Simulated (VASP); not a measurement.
# AlN in VASP: a series of runs

The runs below take AlN through single point, relaxation of cell and atoms, with LDA.

All numbers are computed with VASP 6.6.1; they aren't measurements. Logs are shortened: lines on timing, memory, paths and dates and some standing lists are left out, and cuts for length are marked.

## Step 1: The cell of the first run

The structure is tetragonal, space group I-4m2 (No. 119). The conventional cell has a = 3.070 Å, b = 3.070 Å, c = 4.364 Å, α = 90.00°, β = 90.00°, γ = 90.00°. Within 2.5 Å of Al (site symmetry -4m2) lie 4 N at 1.88 Å. N (site symmetry -4m2) has 4 Al at 1.88 Å within 2.5 Å.

## Step 2: Single point, LDA (z stretched by +0.5 %, x and y held)

File INCAR:

```
ALGO = Normal
EDIFF = 1E-6
ENCUT = 520
GGA = CA
ISIF = 2
ISMEAR = 0
LASPH = T
LCHARG = F
LREAL = F
LWAVE = F
NBANDS = 11
NELM = 100
PREC = Accurate
SIGMA = 0.01
```

File KPOINTS:

```
k-points
0
Gamma
  8 8 8
```

File POSCAR:

```
AlN
1.0
    0.0000000000      2.1711430940      2.1819988094
    2.1711430940      0.0000000000      2.1819988094
    2.1711430940      2.1711430940      0.0000000000
Al N
1 1
Direct
    0.0000000000      0.0000000000      0.0000000000
    0.2500000000      0.2500000000      0.2500000000
```

Potentials or basis: VASP PAW LDA potentials, release 64 (Al, N).

Started as:

```
> cat potpaw_LDA.64/Al/POTCAR potpaw_LDA.64/N/POTCAR > POTCAR
> mpirun -np 1 vasp_std > vasp.out
```

OUTCAR:

```text
EDIFF = 1E-6
   ENCUT = 520
   GGA = CA
   ISIF = 2
   ISMEAR = 0
   LASPH = T
   LREAL = F
   NELM = 100
   PREC = Accurate

 ion  position               nearest neighbor table
   1  0.000  0.000  0.000-   2 1.88   2 1.88   2 1.88   2 1.88
   2  0.250  0.250  0.250-   1 1.88   1 1.88   1 1.88   1 1.88

  LATTYP: Found a body centered tetragonal cell.
 ALAT       =     3.0704600094
 C/A-ratio  =     1.4212846301

  Lattice vectors:

 A1 = (  -2.1711430940,   0.0000000000,   2.1819988094)
 A2 = (   2.1711430940,   0.0000000000,   2.1819988094)
 A3 = (   0.0000000000,   2.1711430940,  -2.1819988094)

Analysis of symmetry for initial positions (statically):
=====================================================================
 Subroutine PRICEL returns:
 Original cell was already a primitive cell.

 Routine SETGRP: Setting up the symmetry group for a
 body centered tetragonal supercell.

 Subroutine GETGRP returns: Found  8 space group operations
 (whereof  8 operations were pure point group operations)
 out of a pool of 16 trial point group operations.

The static configuration has the point symmetry D_2d.

Analysis of symmetry for dynamics (positions and initial velocities):
=====================================================================
 Subroutine PRICEL returns:
 Original cell was already a primitive cell.

 Routine SETGRP: Setting up the symmetry group for a
 body centered tetragonal supercell.

 Subroutine GETGRP returns: Found  8 space group operations
 (whereof  8 operations were pure point group operations)
 out of a pool of 16 trial point group operations.

The dynamic configuration has the point symmetry D_2d.

 Subroutine INISYM returns: Found  8 space group operations
 (whereof  8 operations are pure point group operations),
 and found     1 'primitive' translations

----------------------------------------------------------------------------------------

                                     Primitive cell

  volume of cell :      20.5713

  direct lattice vectors                    reciprocal lattice vectors
     0.000000000  2.171143094  2.181998809    -0.230293435  0.230293435  0.229147696
     2.171143094  0.000000000  2.181998809     0.230293435 -0.230293435  0.229147696
     2.171143094  2.171143094  0.000000000     0.230293435  0.230293435 -0.229147696

  length of vectors
     3.078145731  3.078145731  3.070460009     0.398219536  0.398219536  0.398219536

  position of ions in fractional coordinates (direct lattice)
     0.000000000  0.000000000  0.000000000
     0.250000000  0.250000000  0.250000000

  ion indices of the primitive-cell ions
   primitive index   ion index
                 1           1
                 2           2

----------------------------------------------------------------------------------------

 KPOINTS: k-points

Automatic generation of k-mesh.
 Grid dimensions read from file:
 generate k-points for:    8    8    8

 Generating k-lattice:

  Cartesian coordinates                     Fractional coordinates (reciprocal lattice)
    -0.028786679  0.028786679  0.028643462     0.125000000  0.000000000  0.000000000
     0.028786679 -0.028786679  0.028643462     0.000000000  0.125000000  0.000000000
     0.028786679  0.028786679 -0.028643462     0.000000000  0.000000000  0.125000000

  Length of vectors
     0.049777442  0.049777442  0.049777442

  Shift w.r.t. Gamma in fractional coordinates (k-lattice)
     0.000000000  0.000000000  0.000000000

 Subroutine IBZKPT returns following result:
 ===========================================

 Found     59 irreducible k-points:

 Following reciprocal coordinates:
            Coordinates               Weight
  0.000000  0.000000  0.000000      1.000000
  0.125000 -0.000000  0.000000      8.000000
  0.250000 -0.000000  0.000000      8.000000
  0.375000 -0.000000  0.000000      8.000000
  0.500000 -0.000000  0.000000      4.000000
  0.125000  0.125000  0.000000      2.000000
[... 16 lines left out ...]
  0.250000 -0.000000  0.125000     16.000000
  0.375000 -0.000000  0.125000     16.000000
 [... further k-points ...]
   k-points           NKPTS =     59   k-points in BZ     NKDIM =     59   number of bands    NBANDS=     11
   number of dos      NEDOS =    301   number of ions     NIONS =      2
   total plane-waves  NPLWV =  13824
   dimension x,y,z NGX =    24 NGY =   24 NGZ =   24
   dimension x,y,z NGXF=    48 NGYF=   48 NGZF=   48
   ions per type =               1   1
   NGX,Y,Z   is equivalent  to a cutoff of  12.96, 12.96, 12.99 a.u.
   NGXF,Y,Z  is equivalent  to a cutoff of  25.92, 25.92, 25.99 a.u.
 SYSTEM =  unknown system
   PREC   = accura    normal or accurate (medium, high low for compatibility)
   ISTART =      0    job   : 0-new  1-cont  2-samecut
   ICHARG =      2    charge: 1-file 2-atom 10-const
   ISPIN  =      1    spin polarized calculation?
   LNONCOLLINEAR =      F non collinear calculations
   LSORBIT =      F    spin-orbit coupling
   LASPH  =      T    aspherical Exc in radial PAW
   ENCUT  =  520.0 eV  38.22 Ry    6.18 a.u.   5.72  5.72  5.71*2*pi/ulx,y,z
   NELM   =    100;   NELMIN=  2; NELMDL= -5     # of ELM steps
   EDIFF  = 0.1E-05   stopping-criterion for ELM
   LREAL  =      F    real-space projection
   EDIFFG = 0.1E-04   stopping-criterion for IOM
   NSW    =      0    number of steps for IOM
   IBRION =     -1    ionic relax: 0-MD 1-quasi-New 2-CG
   NFREE  =      0    steps in history (QN), initial steepest desc. (CG)
   ISIF   =      2    stress and relaxation
   ISYM   =      2    0-nonsym 1-usesym 2-fastsym
   POTIM  = 0.5000    time-step for ionic-motion
   TEBEG  =    0.0;   TEEND  =   0.0 temperature during run
   PSTRESS=    0.0 pullay stress
   NELECT =       8.0000    total number of electrons
   NUPDOWN=      -1.0000    fix difference up-down
   EMIN   =  10.00;   EMAX   =-10.00  energy-range for DOS
   EFERMI =   0.00;   METHOD = LEGACY
   ISMEAR =     0;   SIGMA  =   0.01  broadening in eV -4-tet -1-fermi 0-gaus
   EFERMI_NEDOS =   21; number of points for ismear=-14 and -15
   IALGO  =     38    algorithm
   IMIX   =      4    mixing-type and parameters
     AMIX     =   0.40;   BMIX     =  1.00
     AMIX_MAG =   1.60;   BMIX_MAG =  1.00
  volume/ion in A,a.u.               =      10.29        69.41
  Fermi-wavevector in a.u.,A,eV,Ry     =   1.194954  2.258135 19.427949  1.427914
  Thomas-Fermi vector in A             =   2.330931
   LORBIT       =      0    0 simple, 1 ext, 2 COOP (PROOUT), +10 PAW based schemes
   GGA     = CA    functional components
   LHFCALC =     F    Hartree Fock is set to
   AEXX    =    0.0000 exact exchange contribution
   IVDW    =     0    specifies the selected vdW correction
   LEPSILON=     F    determine dielectric tensor
   LRPA    =     F    only Hartree local field effects (RPA)
 non-spin polarized calculation
 Gauss-broadening in eV      SIGMA  =   0.01
  energy-cutoff  :      520.00
  volume of cell :       20.57
 maximum number of plane-waves:       568
   NGX = 11   NGY = 11   NGZ = 11

 number of electron       8.0000000 magnetization

 Free energy of the ion-electron system (eV)
  ---------------------------------------------------
  ext. energy  EPLUGINS =         0.00000000
  ---------------------------------------------------
  free energy    TOTEN  =       -16.37530782 eV

  energy without entropy =      -16.37530782  energy(sigma->0) =      -16.37530782

 E-fermi :   5.9653     XC(G=0): -11.3217

 val. band max:        5.8365174014   @ k =   0.0000   0.0000   0.0000
 cond. band min:       9.0498472501   @ k =   0.5000   0.0000   0.5000
 fundamental gap:      3.2133298487
 Fermi energy:         5.9653284245

 k-point     1 :       0.0000    0.0000    0.0000
  band No.  band energies     occupation
      1      -9.0683      2.00000
      2       5.8154      2.00000
      3       5.8365      2.00000
      4       5.8365      2.00000
      5      10.1778      0.00000
      6      18.2862      0.00000
      7      18.2862      0.00000
      8      18.2916      0.00000
      9      23.3706      0.00000
     10      23.5348      0.00000
     11      24.7396      0.00000

 k-point     2 :       0.1250   -0.0000    0.0000
  band No.  band energies     occupation
      1      -8.8328      2.00000
      2       4.6540      2.00000
      3       5.7403      2.00000
      4       5.7589      2.00000
      5      11.0912      0.00000
      6      17.7245      0.00000
      7      18.4553      0.00000
      8      18.4679      0.00000
      9      21.8506      0.00000
     10      21.9611      0.00000
     11      23.8074      0.00000

 k-point     3 :       0.2500   -0.0000    0.0000
  band No.  band energies     occupation
      1      -8.1829      2.00000
      2       2.5465      2.00000
      3       5.5554      2.00000
      4       5.5845      2.00000
      5      12.3637      0.00000
      6      16.7361      0.00000
      7      18.0202      0.00000
      8      18.0938      0.00000
      9      22.0179      0.00000
     10      22.0334      0.00000
     11      23.0140      0.00000

 k-point     4 :       0.3750   -0.0000    0.0000
  band No.  band energies     occupation
      1      -7.3504      2.00000
      2       0.6747      2.00000
      3       5.3871      2.00000
      4       5.4258      2.00000
      5      13.0361      0.00000
      6      15.9789      0.00000
      7      17.1674      0.00000
      8      17.2569      0.00000
      9      23.2950      0.00000
     10      24.0364      0.00000
     11      24.0691      0.00000

 k-point     5 :       0.5000   -0.0000    0.0000
  band No.  band energies     occupation
      1      -6.9095      2.00000
      2      -0.1341      2.00000
      3       5.3216      2.00000
      4       5.3640      2.00000
      5      13.2122      0.00000
      6      15.6814      0.00000
      7      16.8266      0.00000
      8      16.9175      0.00000
      9      23.7361      0.00000
     10      25.7915      0.00000
     11      25.8273      0.00000
[... 211 lines left out ...]
 k-point    21 :       0.5000    0.5000    0.0000
  band No.  band energies     occupation
      1      -6.2518      2.00000
      2       0.8027      2.00000
      3       4.0506      2.00000
      4       4.0506      2.00000
      5       9.0740      0.00000
      6      14.3665      0.00000
      7      19.6936      0.00000
      8      21.5016      0.00000
      9      21.5016      0.00000
     10      29.5514      0.00000
     11      29.7015      0.00000

 k-point    22 :       0.1250    0.0000    0.1250
  band No.  band energies     occupation
      1      -8.7537      2.00000
      2       4.7162      2.00000
      3       5.4973      2.00000
      4       5.5141      2.00000
      5      11.3419      0.00000
      6      17.3848      0.00000
      7      18.6933      0.00000
      8      18.7472      0.00000
      9      19.6226      0.00000
     10      23.8859      0.00000
     11      25.7376      0.00000

 k-point    23 :       0.2500   -0.0000    0.1250
  band No.  band energies     occupation
      1      -8.2408      2.00000
      2       3.1657      2.00000
      3       5.2241      2.00000
      4       5.3243      2.00000
      5      12.2757      0.00000
      6      16.6967      0.00000
      7      17.5123      0.00000
      8      18.8386      0.00000
      9      19.9822      0.00000
     10      23.7944      0.00000
     11      25.1337      0.00000

 k-point    24 :       0.3750   -0.0000    0.1250
  band No.  band energies     occupation
      1      -7.4554      2.00000
      2       1.3470      2.00000
      3       4.9985      2.00000
      4       5.0669      2.00000
      5      12.9504      0.00000
      6      15.5691      0.00000
      7      17.3876      0.00000
      8      18.1706      0.00000
      9      21.4456      0.00000
     10      24.9964      0.00000
     11      25.1471      0.00000

 [... further k-points ...]
[... 5 lines left out ...]
  --------------------------------------------------------------------------------------
  -------------------------------------------------------------------------------------
  Total       -0.0259802     -0.0259802     -0.1132181      0.0000000      0.0000000      0.0000000
  in kB       -2.0234500     -2.0234500     -8.8178952      0.0000000      0.0000000      0.0000000
  external PRESSURE =      -4.2882651 kB  Pullay stress =       0.0000000 kB

 VOLUME and BASIS-vectors are now :
 -----------------------------------------------------------------------------
  energy-cutoff  :      520.00
  volume of cell :       20.57
      direct lattice vectors                 reciprocal lattice vectors
     0.000000000  2.171143094  2.181998809    -0.230293435  0.230293435  0.229147696
     2.171143094  0.000000000  2.181998809     0.230293435 -0.230293435  0.229147696
     2.171143094  2.171143094  0.000000000     0.230293435  0.230293435 -0.229147696

 POSITION                                       TOTAL-FORCE (eV/Angst)
 -----------------------------------------------------------------------------------
      0.00000      0.00000      0.00000        -0.000000     -0.000000     -0.000000
      1.08557      1.08557      1.09100         0.000000      0.000000      0.000000
 -----------------------------------------------------------------------------------
    total drift:                               -0.000000     -0.000000     -0.000000

  FREE ENERGIE OF THE ION-ELECTRON SYSTEM (eV)
  ---------------------------------------------------
  free  energy   TOTEN  =       -16.3753078202 eV

  energy  without entropy=      -16.3753078202  energy(sigma->0) =      -16.37530782
```

Run time: 6.5 s. Hardware: 1 thread of Intel Xeon Platinum 8488C (Sapphire Rapids), shared host; peak memory 0.12 GiB.

Results:

* Free energy: -16.3753 eV
* Pressure: -0.4 GPa
* Band gap on the k mesh: 3.21 eV, indirect (least direct gap 4.34 eV)

Caveat: the cell differs from its parent crystal (z stretched by +0.5 %, x and y held).

(Continued in part 2 of 2.)
